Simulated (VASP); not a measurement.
# AlRu (P4/mmm) in VASP: a series of runs

The runs below take AlRu through single point, with PBEsol.

Program: VASP 6.6.1. These are calculated values, not measurements. Logs are shortened: lines on timing, memory, paths and dates and some standing lists are left out, and cuts for length are marked.

**1. The cell of the first run**

The structure is tetragonal, space group P4/mmm (No. 123). Conventional cell: a = 2.992 Å, b = 2.992 Å, c = 2.977 Å, α = 90.00°, β = 90.00°, γ = 90.00°. Within 3.4 Å of Al (site symmetry 4/mmm) lie 8 Ru at 2.59 Å and 6 Al at 2.98 to 2.99 Å. Within 3.4 Å of Ru (site symmetry 4/mmm) lie 8 Al at 2.59 Å and 6 Ru at 2.98 to 2.99 Å.

**2. Single point, PBEsol (strain -0.0050 x Voigt [0, 0, 1, 0, 0, 0])**

Contents of INCAR:

```
SYSTEM = AlRu
PREC = Accurate
ENCUT = 520
EDIFF = 1E-6
ISMEAR = 0
SIGMA = 0.15
LREAL = .False.
LASPH = .True.
NELM = 60
ALGO = Fast
ISIF = 2
LWAVE = .False.
LCHARG = .False.
GGA = PS
NBANDS = 16
```

Contents of KPOINTS:

```
Automatic mesh
0
Gamma
  16 16 16
  0 0 0
```

Contents of POSCAR:

```
AlRu
1.0
    2.9916000000      0.0000000000      0.0000000000
    0.0000000000      2.9916000000      0.0000000000
    0.0000000000      0.0000000000      2.9766420000
Al Ru
1 1
Direct
    0.0000000000      0.0000000000      0.0000000000
    0.5000000000      0.5000000000      0.5000000000
```

Potentials or basis: VASP PAW PBE potentials, release 64 (Al, Ru_pv).

Started as:

```sh
cat potpaw_PBE.64/Al/POTCAR potpaw_PBE.64/Ru_pv/POTCAR > POTCAR
mpirun -np 1 vasp_std > vasp.out
```

OUTCAR:

```text
SYSTEM = AlRu
   PREC = Accurate
   ENCUT = 520
   EDIFF = 1E-6
   ISMEAR = 0
   LREAL = .False.
   LASPH = .True.
   NELM = 60
   ISIF = 2
   GGA = PS

 ion  position               nearest neighbor table
   1  0.000  0.000  0.000-   2 2.59   2 2.59   2 2.59   2 2.59   2 2.59   2 2.59   2 2.59   2 2.59

   2  0.500  0.500  0.500-   1 2.59   1 2.59   1 2.59   1 2.59   1 2.59   1 2.59   1 2.59   1 2.59

  LATTYP: Found a simple tetragonal cell.
 ALAT       =     2.9916000000
 C/A-ratio  =     0.9950000000

  Lattice vectors:

 A1 = (   2.9916000000,   0.0000000000,   0.0000000000)
 A2 = (   0.0000000000,   2.9916000000,   0.0000000000)
 A3 = (   0.0000000000,   0.0000000000,   2.9766420000)

Analysis of symmetry for initial positions (statically):
=====================================================================
 Subroutine PRICEL returns:
 Original cell was already a primitive cell.

 Routine SETGRP: Setting up the symmetry group for a
 simple tetragonal supercell.

 Subroutine GETGRP returns: Found 16 space group operations
 (whereof 16 operations were pure point group operations)
 out of a pool of 16 trial point group operations.

The static configuration has the point symmetry D_4h.

Analysis of symmetry for dynamics (positions and initial velocities):
=====================================================================
 Subroutine PRICEL returns:
 Original cell was already a primitive cell.

 Routine SETGRP: Setting up the symmetry group for a
 simple tetragonal supercell.

 Subroutine GETGRP returns: Found 16 space group operations
 (whereof 16 operations were pure point group operations)
 out of a pool of 16 trial point group operations.

The dynamic configuration has the point symmetry D_4h.

 Subroutine INISYM returns: Found 16 space group operations
 (whereof 16 operations are pure point group operations),
 and found     1 'primitive' translations

----------------------------------------------------------------------------------------

                                     Primitive cell

  volume of cell :      26.6400

  direct lattice vectors                    reciprocal lattice vectors
     2.991600000  0.000000000  0.000000000     0.334269287  0.000000000  0.000000000
     0.000000000  2.991600000  0.000000000     0.000000000  0.334269287  0.000000000
     0.000000000  0.000000000  2.976642000     0.000000000  0.000000000  0.335949033

  length of vectors
     2.991600000  2.991600000  2.976642000     0.334269287  0.334269287  0.335949033

  position of ions in fractional coordinates (direct lattice)
     0.000000000  0.000000000  0.000000000
     0.500000000  0.500000000  0.500000000

  ion indices of the primitive-cell ions
   primitive index   ion index
                 1           1
                 2           2

----------------------------------------------------------------------------------------

 KPOINTS: Automatic mesh

Automatic generation of k-mesh.
 Grid dimensions read from file:
 generate k-points for:   16   16   16

 Generating k-lattice:

  Cartesian coordinates                     Fractional coordinates (reciprocal lattice)
     0.020891830  0.000000000  0.000000000     0.062500000  0.000000000  0.000000000
     0.000000000  0.020891830  0.000000000     0.000000000  0.062500000  0.000000000
     0.000000000  0.000000000  0.020996815     0.000000000  0.000000000  0.062500000

  Length of vectors
     0.020891830  0.020891830  0.020996815

  Shift w.r.t. Gamma in fractional coordinates (k-lattice)
     0.000000000  0.000000000  0.000000000

 Subroutine IBZKPT returns following result:
 ===========================================

 Found    405 irreducible k-points:

 Following reciprocal coordinates:
            Coordinates               Weight
  0.000000  0.000000  0.000000      1.000000
  0.062500  0.000000  0.000000      4.000000
  0.125000  0.000000  0.000000      4.000000
  0.187500  0.000000  0.000000      4.000000
  0.250000  0.000000  0.000000      4.000000
  0.312500  0.000000  0.000000      4.000000
[... 16 lines left out ...]
  0.437500  0.125000  0.000000      8.000000
  0.500000  0.125000  0.000000      4.000000
 [... further k-points ...]
   k-points           NKPTS =    405   k-points in BZ     NKDIM =    405   number of bands    NBANDS=     16
   number of dos      NEDOS =    301   number of ions     NIONS =      2
   total plane-waves  NPLWV =  13824
   dimension x,y,z NGX =    24 NGY =   24 NGZ =   24
   dimension x,y,z NGXF=    48 NGYF=   48 NGZF=   48
   ions per type =               1   1
   NGX,Y,Z   is equivalent  to a cutoff of  13.34, 13.34, 13.40 a.u.
   NGXF,Y,Z  is equivalent  to a cutoff of  26.67, 26.67, 26.81 a.u.
 SYSTEM =  AlRu
   PREC   = accura    normal or accurate (medium, high low for compatibility)
   ISTART =      0    job   : 0-new  1-cont  2-samecut
   ICHARG =      2    charge: 1-file 2-atom 10-const
   ISPIN  =      1    spin polarized calculation?
   LNONCOLLINEAR =      F non collinear calculations
   LSORBIT =      F    spin-orbit coupling
   LASPH  =      T    aspherical Exc in radial PAW
   ENCUT  =  520.0 eV  38.22 Ry    6.18 a.u.   5.56  5.56  5.53*2*pi/ulx,y,z
   NELM   =     60;   NELMIN=  2; NELMDL= -5     # of ELM steps
   EDIFF  = 0.1E-05   stopping-criterion for ELM
   LREAL  =      F    real-space projection
   EDIFFG = 0.1E-04   stopping-criterion for IOM
   NSW    =      0    number of steps for IOM
   IBRION =     -1    ionic relax: 0-MD 1-quasi-New 2-CG
   NFREE  =      0    steps in history (QN), initial steepest desc. (CG)
   ISIF   =      2    stress and relaxation
   ISYM   =      2    0-nonsym 1-usesym 2-fastsym
   POTIM  = 0.5000    time-step for ionic-motion
   TEBEG  =    0.0;   TEEND  =   0.0 temperature during run
   PSTRESS=    0.0 pullay stress
   NELECT =      17.0000    total number of electrons
   NUPDOWN=      -1.0000    fix difference up-down
   EMIN   =  10.00;   EMAX   =-10.00  energy-range for DOS
   EFERMI =   0.00;   METHOD = LEGACY
   ISMEAR =     0;   SIGMA  =   0.15  broadening in eV -4-tet -1-fermi 0-gaus
   EFERMI_NEDOS =   21; number of points for ismear=-14 and -15
   IALGO  =     68    algorithm
   IMIX   =      4    mixing-type and parameters
     AMIX     =   0.40;   BMIX     =  1.00
     AMIX_MAG =   1.60;   BMIX_MAG =  1.00
  volume/ion in A,a.u.               =      13.32        89.89
  Fermi-wavevector in a.u.,A,eV,Ry     =   1.409440  2.663455 27.028260  1.986521
  Thomas-Fermi vector in A             =   2.531496
   LORBIT       =      0    0 simple, 1 ext, 2 COOP (PROOUT), +10 PAW based schemes
   GGA     = PS    functional components
   LHFCALC =     F    Hartree Fock is set to
   AEXX    =    0.0000 exact exchange contribution
   IVDW    =     0    specifies the selected vdW correction
   LEPSILON=     F    determine dielectric tensor
   LRPA    =     F    only Hartree local field effects (RPA)
 non-spin polarized calculation
 RMM-DIIS sequential band-by-band and
 Gauss-broadening in eV      SIGMA  =   0.15
  energy-cutoff  :      520.00
  volume of cell :       26.64
 maximum number of plane-waves:       739
 NGX is ok and might be reduce to    24
   NGX = 11   NGY = 11   NGZ = 11

 number of electron      16.9999996 magnetization

 Free energy of the ion-electron system (eV)
  ---------------------------------------------------
  ext. energy  EPLUGINS =         0.00000000
  ---------------------------------------------------
  free energy    TOTEN  =       -15.52512545 eV

  energy without entropy =      -15.50617934  energy(sigma->0) =      -15.51565239

 E-fermi :  10.6859     XC(G=0): -12.7127

 val. band max:       10.6833061537   @ k =   0.2500   0.0000   0.1250
 cond. band min:      10.6911683256   @ k =   0.3750   0.3750   0.3125
 fundamental gap:      0.0078621719
 Fermi energy:        10.6858736634

 k-point     1 :       0.0000    0.0000    0.0000
  band No.  band energies     occupation
      1     -31.0458      2.00000
      2     -31.0458      2.00000
      3     -31.0398      2.00000
      4       0.9546      2.00000
      5       7.0477      2.00000
      6       7.0497      2.00000
[... 8 lines left out ...]
     15      22.6695      0.00000
     16      25.8415      0.00000

 k-point     2 :       0.0625    0.0000    0.0000
  band No.  band energies     occupation
      1     -31.0540      2.00000
      2     -31.0451      2.00000
      3     -31.0391      2.00000
      4       1.0300      2.00000
      5       7.0746      2.00000
      6       7.0760      2.00000
[... 8 lines left out ...]
     15      22.6700      0.00000
     16      26.0713      0.00000

 k-point     3 :       0.1250    0.0000    0.0000
  band No.  band energies     occupation
      1     -31.0771      2.00000
      2     -31.0432      2.00000
      3     -31.0372      2.00000
      4       1.2537      2.00000
      5       7.1390      2.00000
      6       7.1523      2.00000
[... 8 lines left out ...]
     15      22.6802      0.00000
     16      26.7976      0.00000

 k-point     4 :       0.1875    0.0000    0.0000
  band No.  band energies     occupation
      1     -31.1117      2.00000
      2     -31.0402      2.00000
      3     -31.0343      2.00000
      4       1.6176      2.00000
      5       7.1897      2.00000
      6       7.2712      2.00000
[... 8 lines left out ...]
     15      23.1491      0.00000
     16      28.0239      0.00000
[... 324 lines left out ...]
 k-point    22 :       0.3750    0.1250    0.0000
  band No.  band energies     occupation
      1     -31.2228      2.00000
      2     -31.0606      2.00000
      3     -31.0218      2.00000
      4       3.6253      2.00000
      5       6.4800      2.00000
      6       7.8507      2.00000
[... 8 lines left out ...]
     15      24.8861      0.00000
     16      25.3736      0.00000

 k-point    23 :       0.4375    0.1250    0.0000
  band No.  band energies     occupation
      1     -31.2452      2.00000
      2     -31.0585      2.00000
      3     -31.0199      2.00000
      4       4.3501      2.00000
      5       5.8295      2.00000
      6       7.9662      2.00000
[... 8 lines left out ...]
     15      23.8933      0.00000
     16      25.6308      0.00000

 k-point    24 :       0.5000    0.1250    0.0000
  band No.  band energies     occupation
      1     -31.2531      2.00000
      2     -31.0578      2.00000
      3     -31.0192      2.00000
      4       5.0987      2.00000
      5       5.1007      2.00000
      6       8.0108      2.00000
[... 8 lines left out ...]
     15      22.6748      0.00000
     16      23.2000      0.00000

 [... further k-points ...]

------------------------ aborting loop because EDIFF is reached ----------------------------------------

  FORCE on cell =-STRESS in cart. coord.  units (eV):
  Direction    XX          YY          ZZ          XY          YZ          ZX
  --------------------------------------------------------------------------------------
  -------------------------------------------------------------------------------------
  Total       -0.4089343     -0.4089343     -0.2647701      0.0000000      0.0000000     -0.0000000
  in kB      -24.5940762    -24.5940762    -15.9237667      0.0000000      0.0000000     -0.0000000
  external PRESSURE =     -21.7039731 kB  Pullay stress =       0.0000000 kB

 VOLUME and BASIS-vectors are now :
 -----------------------------------------------------------------------------
  energy-cutoff  :      520.00
  volume of cell :       26.64
      direct lattice vectors                 reciprocal lattice vectors
     2.991600000  0.000000000  0.000000000     0.334269287  0.000000000  0.000000000
     0.000000000  2.991600000  0.000000000     0.000000000  0.334269287  0.000000000
     0.000000000  0.000000000  2.976642000     0.000000000  0.000000000  0.335949033

 POSITION                                       TOTAL-FORCE (eV/Angst)
 -----------------------------------------------------------------------------------
      0.00000      0.00000      0.00000         0.000000      0.000000      0.000000
      1.49580      1.49580      1.48832         0.000000      0.000000      0.000000
 -----------------------------------------------------------------------------------
    total drift:                                0.000000     -0.000000     -0.000000

  FREE ENERGIE OF THE ION-ELECTRON SYSTEM (eV)
  ---------------------------------------------------
  free  energy   TOTEN  =       -15.5251254500 eV

  energy  without entropy=      -15.5061793393  energy(sigma->0) =      -15.51565239
```

Wall time 42 s (1 thread of Intel Xeon 6975P-C (Granite Rapids), shared host); peak memory 0.27 GiB.

Results:

- Free energy: -15.5251 eV
- Pressure: -2.2 GPa

Stress tensor (GPa, compression positive):
```
-2.46  0.00  0.00
 0.00 -2.46  0.00
 0.00  0.00 -1.59
```

Caveat: the cell differs from its parent crystal (strain -0.0050 x Voigt [0, 0, 1, 0, 0, 0]); the PAW data sets were made with another functional, which shifts forces and pressure a little.

**3. Single point, PBEsol (strain +0.0050 x Voigt [0, 0, 1, 0, 0, 0])**

Contents of INCAR:

```
SYSTEM = AlRu
  ALGO = Fast
  EDIFF = 1E-6
  ENCUT = 520
  GGA = PS
  ISIF = 2
  ISMEAR = 0
  LASPH = .TRUE.
  LCHARG = .TRUE.
  LELF = .TRUE.
  LREAL = .FALSE.
  LVHAR = .TRUE.
  LWAVE = .FALSE.
  NBANDS = 16
  NELM = 60
  PREC = Accurate
  SIGMA = 0.15
```

Contents of KPOINTS:

```
k-points
0
G
  16 16 16
  0 0 0
```

Edit POSCAR of step 2 so:

```diff
@@ -4,3 +4,3 @@
     0.0000000000      2.9916000000      0.0000000000
-    0.0000000000      0.0000000000      2.9766420000
+    0.0000000000      0.0000000000      3.0065580000
 Al Ru
```

Potentials or basis: VASP PAW PBE potentials, release 64 (Al, Ru_pv).

Started as:

```sh
cat potpaw_PBE.64/Al/POTCAR potpaw_PBE.64/Ru_pv/POTCAR > POTCAR
mpirun -np 1 vasp_std > vasp.out
```

Wall time 39 s (1 thread of Intel Xeon 6975P-C (Granite Rapids), shared host); peak memory 0.27 GiB.

The run converged. Its results:

```
Free energy : -15.5200 eV
Pressure    : -4.2 GPa
```

Stress tensor (GPa, compression positive):
```
-3.95  0.00  0.00
 0.00 -3.95  0.00
 0.00  0.00 -4.78
```

Levels at points of the mesh, in eV from the Fermi level:
| k point | band 7 | band 8 | band 9 | band 10 | band 11 | band 12 |
| --- | --- | --- | --- | --- | --- | --- |
| (0.00, 0.00, 0.00) | 0.16 | 0.16 | 0.19 | 5.93 | 6.08 | 6.08 |
| (0.50, 0.00, 0.00) | -1.64 | -1.59 | 0.42 | 2.27 | 7.43 | 10.87 |
| (0.50, 0.50, 0.00) | -1.36 | -1.20 | -1.20 | 1.52 | 5.27 | 6.23 |
| (0.00, 0.00, 0.50) | -1.58 | -1.58 | 0.44 | 2.19 | 7.44 | 11.00 |
| (0.50, 0.00, 0.50) | -1.37 | -1.16 | -1.15 | 1.49 | 5.20 | 6.20 |
| (0.50, 0.50, 0.50) | 1.57 | 1.61 | 2.56 | 4.05 | 4.08 | 4.08 |

Caveat: the cell differs from its parent crystal (strain +0.0050 x Voigt [0, 0, 1, 0, 0, 0]); the PAW data sets were made with another functional, which shifts forces and pressure a little.

**4. Single point, PBEsol (strain +0.0100 x Voigt [0, 0, 1, 0, 0, 0])**

Contents of INCAR:

```
ALGO = Fast
EDIFF = 1E-6
ENCUT = 520
GGA = PS
ISIF = 2
ISMEAR = 0
LASPH = T
LCHARG = T
LELF = T
LREAL = F
LVHAR = T
LWAVE = F
NBANDS = 16
NELM = 80
PREC = Accurate
SIGMA = 0.15
```

Contents of KPOINTS:

```
k-points
0
Gamma
  16 16 16
```

Edit POSCAR of step 3 so:

```diff
@@ -4,3 +4,3 @@
     0.0000000000      2.9916000000      0.0000000000
-    0.0000000000      0.0000000000      3.0065580000
+    0.0000000000      0.0000000000      3.0215160000
 Al Ru
```

Started as:

```sh
cat potpaw_PBE.64/Al/POTCAR potpaw_PBE.64/Ru_pv/POTCAR > POTCAR
mpirun -np 1 vasp_std > vasp.out
```

Wall time 40 s (1 thread of Intel Xeon 6975P-C (Granite Rapids), shared host); peak memory 0.27 GiB.

The run converged. Its results:

| Quantity | Value |
| --- | --- |
| Free energy | -15.5154 eV |
| Pressure | -5.2 GPa |

Stress tensor (GPa, compression positive):
```
-4.67  0.00  0.00
 0.00 -4.67  0.00
 0.00  0.00 -6.30
```

Levels at points of the mesh, in eV from the Fermi level:
```
           k point  band 7  band 8  band 9  band 10  band 11  band 12
(0.00, 0.00, 0.00)    0.15    0.15    0.21     5.81     6.11     6.11
(0.50, 0.00, 0.00)   -1.67   -1.56    0.41     2.28     7.43    10.76
(0.50, 0.50, 0.00)   -1.34   -1.22   -1.22     1.53     5.28     6.20
(0.00, 0.00, 0.50)   -1.55   -1.55    0.45     2.12     7.45    11.01
(0.50, 0.00, 0.50)   -1.36   -1.15   -1.11     1.46     5.15     6.14
(0.50, 0.50, 0.50)    1.54    1.61    2.53     4.02     4.08     4.08
```

Caveat: the cell differs from its parent crystal (strain +0.0100 x Voigt [0, 0, 1, 0, 0, 0]); the PAW data sets were made with another functional, which shifts forces and pressure a little.

(Part 1 of 2 ends here.)
